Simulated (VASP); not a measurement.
# ZnSe in VASP: further runs

ZnSe is run at these levels: PBE; tasks: single point.

Program: VASP 6.6.1. These are calculated values, not measurements. Logs are shortened: lines on timing, memory, paths and dates and some standing lists are left out, and cuts for length are marked.

**1. The cell of the first run**

The cell holds a wire or tube with vacuum around it, 16 atoms: a = 13.900 Å, b = 14.200 Å, c = 6.637 Å, α = 90.00°, β = 90.00°, γ = 90.00°.

**2. Single point, PBE**

File INCAR:

```
ALGO     = Normal         # electronic algorithm
EDIFF    = 1E-7           # SCF threshold, eV
ENCUT    = 520            # plane-wave cutoff, eV
GGA      = PE             # functional
ISIF     = 2              # what is computed and relaxed
ISMEAR   = 0              # smearing method
LASPH    = T              # aspherical terms in the spheres
LCHARG   = F              # write CHGCAR
LREAL    = Auto         
LWAVE    = F              # write WAVECAR
NBANDS   = 86             # bands
NELM     = 100            # most SCF steps
PREC     = Accurate       # precision mode
SIGMA    = 0.05           # smearing width, eV
```

File KPOINTS:

```
k-points
0
Gamma
  1 1 7
```

File POSCAR:

```
ZnSe
1.0
   13.9000000000      0.0000000000      0.0000000000
    0.0000000000     14.2000000000      0.0000000000
    0.0000000000      0.0000000000      6.6368053599
Zn Se
8 8
Direct
    0.6744987351      0.5000000000      0.6752882590
    0.5000000000      0.6708014316      0.6753025986
    0.6233963144      0.6207776688      0.1753035384
    0.3255012649      0.5000000000      0.6752882590
    0.3766036856      0.6207776688      0.1753035384
    0.5000000000      0.3291985684      0.6753025986
    0.3766036856      0.3792223312      0.1753035384
    0.6233963144      0.3792223312      0.1753035384
    0.6565462487      0.6532362631      0.8247016682
    0.7214071590      0.5000000000      0.3246981752
    0.3434537513      0.6532362631      0.8247016682
    0.5000000000      0.7167015510      0.3247005539
    0.3434537513      0.3467637369      0.8247016682
    0.2785928410      0.5000000000      0.3246981752
    0.6565462487      0.3467637369      0.8247016682
    0.5000000000      0.2832984490      0.3247005539
```

Potentials or basis: VASP PAW PBE potentials, release 64 (Zn, Se).

Run with:

```bash
cat potpaw_PBE.64/Zn/POTCAR potpaw_PBE.64/Se/POTCAR > POTCAR
mpirun -np 1 vasp_std > vasp.out
```

OUTCAR:

```text
EDIFF = 1E-7
   ENCUT = 520
   GGA = PE
   ISIF = 2
   ISMEAR = 0
   LASPH = T
   LREAL = Auto
   NELM = 100
   PREC = Accurate

 ion  position               nearest neighbor table
   1  0.674  0.500  0.675-   9 2.40  15 2.40  10 2.42
   2  0.500  0.671  0.675-   9 2.40  11 2.40  12 2.42
   3  0.623  0.621  0.175-  12 2.40  10 2.40   9 2.42
   4  0.326  0.500  0.675-  11 2.40  13 2.40  14 2.42
   5  0.377  0.621  0.175-  12 2.40  14 2.40  11 2.42
   6  0.500  0.329  0.675-  13 2.40  15 2.40  16 2.42
[... 8 lines left out ...]
  15  0.657  0.347  0.825-   6 2.40   1 2.40   8 2.42
  16  0.500  0.283  0.325-   7 2.40   8 2.40   6 2.42

  LATTYP: Found a simple orthorhombic cell.
 ALAT       =     6.6368053599
 B/A-ratio  =     2.0943811437
 C/A-ratio  =     2.1395836144

  Lattice vectors:

 A1 = (   0.0000000000,   0.0000000000,   6.6368053599)
 A2 = (  13.9000000000,   0.0000000000,   0.0000000000)
 A3 = (   0.0000000000,  14.2000000000,   0.0000000000)

Analysis of symmetry for initial positions (statically):
=====================================================================
 Subroutine PRICEL returns:
 Original cell was already a primitive cell.

 Routine SETGRP: Setting up the symmetry group for a
 simple orthorhombic supercell.

 Subroutine GETGRP returns: Found  4 space group operations
 (whereof  4 operations were pure point group operations)
 out of a pool of  8 trial point group operations.

The static configuration has the point symmetry C_2v.

Analysis of symmetry for dynamics (positions and initial velocities):
=====================================================================
 Subroutine PRICEL returns:
 Original cell was already a primitive cell.

 Routine SETGRP: Setting up the symmetry group for a
 simple orthorhombic supercell.

 Subroutine GETGRP returns: Found  4 space group operations
 (whereof  4 operations were pure point group operations)
 out of a pool of  8 trial point group operations.

The dynamic configuration has the point symmetry C_2v.

 Subroutine INISYM returns: Found  4 space group operations
 (whereof  4 operations are pure point group operations),
 and found     1 'primitive' translations

----------------------------------------------------------------------------------------

                                     Primitive cell

  volume of cell :    1309.9726

  direct lattice vectors                    reciprocal lattice vectors
    13.900000000  0.000000000  0.000000000     0.071942446  0.000000000  0.000000000
     0.000000000 14.200000000  0.000000000     0.000000000  0.070422535  0.000000000
     0.000000000  0.000000000  6.636805360     0.000000000  0.000000000  0.150674902

  length of vectors
    13.900000000 14.200000000  6.636805360     0.071942446  0.070422535  0.150674902

  position of ions in fractional coordinates (direct lattice)
     0.674498735  0.500000000  0.675288259
     0.500000000  0.670801432  0.675302599
     0.623396314  0.620777669  0.175303538
     0.325501265  0.500000000  0.675288259
     0.376603686  0.620777669  0.175303538
     0.500000000  0.329198568  0.675302599
[... 8 lines left out ...]
     0.656546249  0.346763737  0.824701668
     0.500000000  0.283298449  0.324700554

  ion indices of the primitive-cell ions
   primitive index   ion index
                 1           1
                 2           2
                 3           3
                 4           4
                 5           5
                 6           6
[... 8 lines left out ...]
                15          15
                16          16

----------------------------------------------------------------------------------------

 KPOINTS: k-points

Automatic generation of k-mesh.
 Grid dimensions read from file:
 generate k-points for:    1    1    7

 Generating k-lattice:

  Cartesian coordinates                     Fractional coordinates (reciprocal lattice)
     0.071942446  0.000000000  0.000000000     1.000000000  0.000000000  0.000000000
     0.000000000  0.070422535  0.000000000     0.000000000  1.000000000  0.000000000
     0.000000000  0.000000000  0.021524986     0.000000000  0.000000000  0.142857143

  Length of vectors
     0.071942446  0.070422535  0.021524986

  Shift w.r.t. Gamma in fractional coordinates (k-lattice)
     0.000000000  0.000000000  0.000000000

 Subroutine IBZKPT returns following result:
 ===========================================

 Found      4 irreducible k-points:

 Following reciprocal coordinates:
            Coordinates               Weight
  0.000000  0.000000  0.000000      1.000000
  0.000000  0.000000  0.142857      2.000000
  0.000000  0.000000  0.285714      2.000000
  0.000000  0.000000  0.428571      2.000000
   k-points           NKPTS =      4   k-points in BZ     NKDIM =      4   number of bands    NBANDS=     86
   number of dos      NEDOS =    301   number of ions     NIONS =     16
   total plane-waves  NPLWV = 583200
   dimension x,y,z NGX =   108 NGY =  108 NGZ =   50
   dimension x,y,z NGXF=   216 NGYF=  216 NGZF=  100
   ions per type =               8   8
   NGX,Y,Z   is equivalent  to a cutoff of  12.92, 12.64, 12.52 a.u.
   NGXF,Y,Z  is equivalent  to a cutoff of  25.83, 25.29, 25.05 a.u.
 SYSTEM =  unknown system
   PREC   = accura    normal or accurate (medium, high low for compatibility)
   ISTART =      0    job   : 0-new  1-cont  2-samecut
   ICHARG =      2    charge: 1-file 2-atom 10-const
   ISPIN  =      1    spin polarized calculation?
   LNONCOLLINEAR =      F non collinear calculations
   LSORBIT =      F    spin-orbit coupling
   LASPH  =      T    aspherical Exc in radial PAW
   ENCUT  =  520.0 eV  38.22 Ry    6.18 a.u.  25.84 26.40 12.34*2*pi/ulx,y,z
   NELM   =    100;   NELMIN=  2; NELMDL= -5     # of ELM steps
   EDIFF  = 0.1E-06   stopping-criterion for ELM
   LREAL  =      T    real-space projection
   EDIFFG = 0.1E-05   stopping-criterion for IOM
   NSW    =      0    number of steps for IOM
   IBRION =     -1    ionic relax: 0-MD 1-quasi-New 2-CG
   NFREE  =      0    steps in history (QN), initial steepest desc. (CG)
   ISIF   =      2    stress and relaxation
   ISYM   =      2    0-nonsym 1-usesym 2-fastsym
   POTIM  = 0.5000    time-step for ionic-motion
   TEBEG  =    0.0;   TEEND  =   0.0 temperature during run
   PSTRESS=    0.0 pullay stress
   NELECT =     144.0000    total number of electrons
   NUPDOWN=      -1.0000    fix difference up-down
   EMIN   =  10.00;   EMAX   =-10.00  energy-range for DOS
   EFERMI =   0.00;   METHOD = LEGACY
   ISMEAR =     0;   SIGMA  =   0.05  broadening in eV -4-tet -1-fermi 0-gaus
   EFERMI_NEDOS =   21; number of points for ismear=-14 and -15
   IALGO  =     38    algorithm
   IMIX   =      4    mixing-type and parameters
     AMIX     =   0.40;   BMIX     =  1.00
     AMIX_MAG =   1.60;   BMIX_MAG =  1.00
  volume/ion in A,a.u.               =      81.87       552.51
  Fermi-wavevector in a.u.,A,eV,Ry     =   0.784227  1.481973  8.367738  0.615011
  Thomas-Fermi vector in A             =   1.888316
   LORBIT       =      0    0 simple, 1 ext, 2 COOP (PROOUT), +10 PAW based schemes
   GGA     = PE    functional components
   LHFCALC =     F    Hartree Fock is set to
   AEXX    =    0.0000 exact exchange contribution
   IVDW    =     0    specifies the selected vdW correction
   LEPSILON=     F    determine dielectric tensor
   LRPA    =     F    only Hartree local field effects (RPA)
 non-spin polarized calculation
 Gauss-broadening in eV      SIGMA  =   0.05
  energy-cutoff  :      520.00
  volume of cell :     1309.97
 maximum number of plane-waves:     35265
 NGX is ok and might be reduce to   108
   NGX = 51   NGY = 53   NGZ = 25

 number of electron     143.9999944 magnetization

 Free energy of the ion-electron system (eV)
  ---------------------------------------------------
  ext. energy  EPLUGINS =         0.00000000
  ---------------------------------------------------
  free energy    TOTEN  =       -45.42850378 eV

  energy without entropy =      -45.42850378  energy(sigma->0) =      -45.42850378

 E-fermi :  -3.5745     XC(G=0):  -3.5453

 val. band max:       -3.8175975276   @ k =   0.0000   0.0000   0.0000
 cond. band min:      -1.3577131150   @ k =   0.0000   0.0000   0.0000
 fundamental gap:      2.4598844126
 Fermi energy:        -3.5744901756

 k-point     1 :       0.0000    0.0000    0.0000
  band No.  band energies     occupation
      1     -16.0932      2.00000
      2     -15.8766      2.00000
      3     -15.8766      2.00000
      4     -15.5260      2.00000
      5     -15.5258      2.00000
      6     -15.4899      2.00000
[... 76 lines left out ...]
     83       1.0709      0.00000
     84       1.0834      0.00000

 k-point     2 :       0.0000    0.0000    0.1429
  band No.  band energies     occupation
      1     -16.0661      2.00000
      2     -15.8560      2.00000
      3     -15.8559      2.00000
      4     -15.5247      2.00000
      5     -15.5245      2.00000
      6     -15.5230      2.00000
[... 76 lines left out ...]
     83       0.9272      0.00000
     84       0.9486      0.00000

 k-point     3 :       0.0000    0.0000    0.2857
  band No.  band energies     occupation
      1     -15.9888      2.00000
      2     -15.7976      2.00000
      3     -15.7976      2.00000
      4     -15.6136      2.00000
      5     -15.5257      2.00000
      6     -15.5257      2.00000
[... 76 lines left out ...]
     83       1.0379      0.00000
     84       1.0413      0.00000

 k-point     4 :       0.0000    0.0000    0.4286
  band No.  band energies     occupation
      1     -15.8734      2.00000
      2     -15.7396      2.00000
      3     -15.7119      2.00000
      4     -15.7119      2.00000
      5     -15.6149      2.00000
      6     -15.6148      2.00000
[... 76 lines left out ...]
     83       1.0972      0.00000
     84       1.1002      0.00000
 [bands above 84 left out]

------------------------ aborting loop because EDIFF is reached ----------------------------------------

  FORCE on cell =-STRESS in cart. coord.  units (eV):
  Direction    XX          YY          ZZ          XY          YZ          ZX
  --------------------------------------------------------------------------------------
  -------------------------------------------------------------------------------------
  Total        0.4545629      0.5221994      0.4478410      0.0000000      0.0000000      0.0000000
  in kB        0.5559584      0.6386821      0.5477372      0.0000000      0.0000000      0.0000000
  external PRESSURE =       0.5807925 kB  Pullay stress =       0.0000000 kB

 VOLUME and BASIS-vectors are now :
 -----------------------------------------------------------------------------
  energy-cutoff  :      520.00
  volume of cell :     1309.97
      direct lattice vectors                 reciprocal lattice vectors
    13.900000000  0.000000000  0.000000000     0.071942446  0.000000000  0.000000000
     0.000000000 14.200000000  0.000000000     0.000000000  0.070422535  0.000000000
     0.000000000  0.000000000  6.636805360     0.000000000  0.000000000  0.150674902

 POSITION                                       TOTAL-FORCE (eV/Angst)
 -----------------------------------------------------------------------------------
      9.37553      7.10000      4.48176        -0.001190      0.000000     -0.009487
      6.95000      9.52538      4.48185         0.000000      0.000727     -0.011337
      8.66521      8.81504      1.16346        -0.000313      0.000507     -0.009749
      4.52447      7.10000      4.48176         0.001190      0.000000     -0.009487
      5.23479      8.81504      1.16346         0.000313      0.000507     -0.009749
      6.95000      4.67462      4.48185         0.000000     -0.000727     -0.011337
[... 8 lines left out ...]
      9.12599      4.92405      5.47338         0.028449     -0.025444      0.003313
      6.95000      4.02284      2.15497         0.000000     -0.043865      0.011791
 -----------------------------------------------------------------------------------
    total drift:                                0.000000      0.000000      0.041416

  FREE ENERGIE OF THE ION-ELECTRON SYSTEM (eV)
  ---------------------------------------------------
  free  energy   TOTEN  =       -45.4285037782 eV

  energy  without entropy=      -45.4285037782  energy(sigma->0) =      -45.42850378
```

It took 9.7 min on 1 thread of Intel Xeon 6975P-C (Granite Rapids), shared host; peak memory 1.2 GiB.

Results:

- Free energy: -45.4285 eV
- Largest force: 0.045 eV/Å
- Band gap on the k mesh: 2.46 eV

Forces on the atoms (eV/Å):
```
Zn  -0.001  0.000 -0.009
Zn   0.000  0.001 -0.011
Zn   0.000  0.001 -0.010
Zn   0.001  0.000 -0.009
Zn   0.000  0.001 -0.010
Zn   0.000 -0.001 -0.011
Zn   0.000 -0.001 -0.010
Zn   0.000 -0.001 -0.010
Se   0.028  0.025  0.003
Se   0.031  0.000  0.022
Se  -0.028  0.025  0.003
Se   0.000  0.044  0.012
Se  -0.028 -0.025  0.003
Se  -0.031  0.000  0.022
Se   0.028 -0.025  0.003
Se   0.000 -0.044  0.012
```

Levels at points of the mesh, in eV from the valence-band top:
```csv
k point,band 70,band 71,band 72,band 73,band 74,band 75
"(0.00, 0.00, 0.00)",-0.35,-0.35,0.00,2.46,2.72,3.32
```

**3. Single point, PBE**

This run uses another cell than the first one.

File INCAR:

```
SYSTEM = ZnSe
ALGO     = Normal         ! electronic algorithm
EDIFF    = 1E-6           ! SCF threshold, eV
ENCUT    = 520            ! plane-wave cutoff, eV
GGA      = PE             ! functional
ISIF     = 2              ! what is computed and relaxed
ISMEAR   = 0              ! smearing method
LASPH    = .TRUE.         ! aspherical terms in the spheres
LCHARG   = .TRUE.         ! write CHGCAR
LELF     = .TRUE.         ! ELF
LREAL    = Auto         
LVHAR    = .TRUE.       
LWAVE    = .FALSE.        ! write WAVECAR
NBANDS   = 86             ! bands
NELM     = 60             ! most SCF steps
PREC     = Accurate       ! precision mode
SIGMA    = 0.05           ! smearing width, eV
```

File KPOINTS:

```
k-points
0
G
  1 1 7
  0 0 0
```

File POSCAR:

```
ZnSe
1.0
   13.9000000000      0.0000000000      0.0000000000
    0.0000000000     14.2000000000      0.0000000000
    0.0000000000      0.0000000000      7.0826552435
Zn Se
8 8
Direct
    0.6794406371      0.5000000000      0.6666666667
    0.5000000000      0.6756496377      0.6666666667
    0.6268836913      0.6242030500      0.1666666667
    0.3205593629      0.5000000000      0.6666666667
    0.3731163087      0.6242030500      0.1666666667
    0.5000000000      0.3243503623      0.6666666667
    0.3731163087      0.3757969500      0.1666666667
    0.6268836913      0.3757969500      0.1666666667
    0.6379759556      0.6350609706      0.8333333333
    0.6951274676      0.5000000000      0.3333333333
    0.3620240444      0.6350609706      0.8333333333
    0.5000000000      0.6910050564      0.3333333333
    0.3620240444      0.3649390294      0.8333333333
    0.3048725324      0.5000000000      0.3333333333
    0.6379759556      0.3649390294      0.8333333333
    0.5000000000      0.3089949436      0.3333333333
```

Potentials or basis: VASP PAW PBE potentials, release 64 (Zn, Se).

Run with:

```bash
cat potpaw_PBE.64/Zn/POTCAR potpaw_PBE.64/Se/POTCAR > POTCAR
mpirun -np 1 vasp_std > vasp.out
```

OUTCAR:

```text
SYSTEM = ZnSe
   EDIFF = 1E-6
   ENCUT = 520
   GGA = PE
   ISIF = 2
   ISMEAR = 0
   LASPH = .TRUE.
   LREAL = Auto
   NELM = 60
   PREC = Accurate

 ion  position               nearest neighbor table
   1  0.679  0.500  0.667-   9 2.32  15 2.32  10 2.37
   2  0.500  0.676  0.667-   9 2.32  11 2.32  12 2.37
   3  0.627  0.624  0.167-  12 2.32  10 2.32   9 2.37
   4  0.321  0.500  0.667-  11 2.32  13 2.32  14 2.37
   5  0.373  0.624  0.167-  12 2.32  14 2.32  11 2.37
   6  0.500  0.324  0.667-  13 2.32  15 2.32  16 2.37
[... 566 lines left out ...]
  Total       13.2830222     13.3633566      1.8382298      0.0000000      0.0000000      0.0000000
  in kB       15.2232800     15.3153488      2.1067409      0.0000000      0.0000000      0.0000000
  external PRESSURE =      10.8817899 kB  Pullay stress =       0.0000000 kB

 VOLUME and BASIS-vectors are now :
 -----------------------------------------------------------------------------
  energy-cutoff  :      520.00
  volume of cell :     1397.97
      direct lattice vectors                 reciprocal lattice vectors
    13.900000000  0.000000000  0.000000000     0.071942446  0.000000000  0.000000000
     0.000000000 14.200000000  0.000000000     0.000000000  0.070422535  0.000000000
     0.000000000  0.000000000  7.082655243     0.000000000  0.000000000  0.141189987

 POSITION                                       TOTAL-FORCE (eV/Angst)
 -----------------------------------------------------------------------------------
      9.44422      7.10000      4.72177        -0.334335      0.000000     -0.348089
      6.95000      9.59422      4.72177        -0.000000     -0.331316     -0.348896
      8.71368      8.86368      1.18044        -0.232858     -0.233095     -0.348069
      4.45578      7.10000      4.72177         0.334335      0.000000     -0.348089
      5.18632      8.86368      1.18044         0.232858     -0.233095     -0.348069
      6.95000      4.60578      4.72177        -0.000000      0.331316     -0.348896
[... 8 lines left out ...]
      8.86787      5.18213      5.90221         1.084593     -1.079649      0.348237
      6.95000      4.38773      2.36089        -0.000000     -1.520018      0.348142
 -----------------------------------------------------------------------------------
    total drift:                                0.000000      0.000000      0.003337

  FREE ENERGIE OF THE ION-ELECTRON SYSTEM (eV)
  ---------------------------------------------------
  free  energy   TOTEN  =       -42.9636277674 eV

  energy  without entropy=      -42.9636277674  energy(sigma->0) =      -42.96362777
```

OSZICAR:

```text
N       E                     dE             d eps       ncg     rms          rms(c)
DAV:   1     0.914429362936E+03    0.91443E+03   -0.54914E+04   712   0.134E+03
DAV:   2     0.793052000314E+02   -0.83512E+03   -0.81234E+03   840   0.289E+02
DAV:   3    -0.407755019024E+02   -0.12008E+03   -0.11926E+03   784   0.108E+02
[... 16 lines left out ...]
DAV:  20    -0.429636116636E+02   -0.23437E-04   -0.17440E-06   500   0.106E-02    0.105E-03
DAV:  21    -0.429636205566E+02   -0.88930E-05   -0.56380E-07   498   0.504E-03    0.444E-04
DAV:  22    -0.429636246134E+02   -0.40568E-05   -0.20623E-07   460   0.199E-03    0.373E-04
DAV:  23    -0.429636272864E+02   -0.26730E-05   -0.16190E-07   440   0.193E-03    0.392E-04
DAV:  24    -0.429636277674E+02   -0.48102E-06   -0.60076E-08   458   0.197E-03
   1 F= -.42963628E+02 E0= -.42963628E+02  d E =-.199708E-10
```

Wall time 10 min (1 thread of Intel Xeon 6975P-C (Granite Rapids), shared host); peak memory 1.2 GiB.

What came out:

```
Free energy            : -42.9636 eV
Largest force          : 1.579 eV/Å
Band gap on the k mesh : 1.69 eV
```

Forces on the atoms (eV/Å):
```
Zn  -0.334  0.000 -0.348
Zn   0.000 -0.331 -0.349
Zn  -0.233 -0.233 -0.348
Zn   0.334  0.000 -0.348
Zn   0.233 -0.233 -0.348
Zn   0.000  0.331 -0.349
Zn   0.233  0.233 -0.348
Zn  -0.233  0.233 -0.348
Se   1.085  1.080  0.348
Se   1.540  0.000  0.349
Se  -1.085  1.080  0.348
Se   0.000  1.520  0.348
Se  -1.085 -1.080  0.348
Se  -1.540  0.000  0.349
Se   1.085 -1.080  0.348
Se   0.000 -1.520  0.348
```
